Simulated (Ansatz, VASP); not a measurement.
# Rh in VASP and in Ansatz

```xyz
2
Lattice="2.5812 0.0000 0.0000 -1.2906 2.2354 0.0000 0.0000 0.0000 4.6753" Properties=species:S:1:pos:R:3 pbc="T T T"
Rh    1.2906    0.7451    3.5065
Rh    0.0000    1.4902    1.1688
```

Change from the starting cell: strain -0.040 along x and y, +0.080 along z, atoms carried along.

Alike in both runs: task single point; functional PBEsol; k mesh 24 × 24 × 14; occupations gaussian, width 0.15 eV; no spin polarisation.

```csv
,VASP,Ansatz
version,VASP 6.6.1,Ansatz 0.2.0
potentials or method,"VASP PAW PBE potentials, release 64 (Rh_pv), cutoff 520 eV","scalar-relativistic, plane waves, PAW"
valence electrons in the cell,30,34
```

VASP gave:

```
gap on the k mesh at the Fermi level (eV)                     : none
pressure (GPa)                                                : 5.4
traceless stress, the component that is largest in VASP (GPa) : -24.48
```

Problem. Estimate Ansatz's values.

Solution. gap on the k mesh at the Fermi level (eV): none; pressure (GPa): 5.5; traceless stress, the component that is largest in VASP (GPa): -24.49.

VASP's potentials were made for PBE, not for PBEsol. A gap of «none» marks a metal or a gap that the smearing closes. VASP's potentials hold 30 valence electrons a cell and Ansatz's 34, so a difference there can come from the potentials and not from the codes.
